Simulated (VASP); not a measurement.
# Fe: single point with PBEsol

Crystal: Fe.

```
Fe
1.0
     2.42602    0.00000    0.00000
    -1.21301    2.10099    0.00000
     0.00000    0.00000    3.82909
Fe
2
Cartesian
  0.0000 1.4007 0.9573
  1.2130 0.7003 2.8718
```

This isn't the form of Fe at room conditions, which is bcc.

* Program: VASP 6.6.1
* Task: single point
* Functional: PBEsol
* Potentials or basis: VASP PAW PBE potentials, release 64 (Fe)
* Cutoff: 520 eV
* k mesh: 17 × 17 × 10
* Occupations: fermi-dirac, width 0.08 eV
* Spin: no spin polarisation

```json
{
 "Pressure": "1.6 GPa",
 "Band gap on the k mesh": "zero (bands 8 and 9 overlap by 1.95 eV)"
}
```

Stress tensor (GPa, compression positive):
```
1.32 0.00 0.00
0.00 1.32 0.00
0.00 0.00 2.22
```

Levels at points of the mesh, in eV from the Fermi level:
| k point | band 5 | band 6 | band 7 | band 8 | band 9 | band 10 | band 11 | band 12 |
| --- | --- | --- | --- | --- | --- | --- | --- | --- |
| (0.00, 0.00, 0.00) | -1.62 | -1.27 | -1.27 | -0.91 | -0.91 | 0.54 | 0.76 | 0.76 |
| (0.00, 0.00, 0.50) | -1.90 | -1.90 | -1.90 | -1.90 | 0.35 | 0.35 | 0.35 | 0.35 |

It took 100 s on 1 thread of Intel Xeon 8259CL, on a shared host, peak memory 0.16 GiB.

Caveat: the PAW data sets were made with another functional, which shifts forces and pressure a little; the run has no spin polarisation, though such a crystal can be magnetic. Spin polarisation is off, so any magnetic state and its effect on volume and gap are missing.
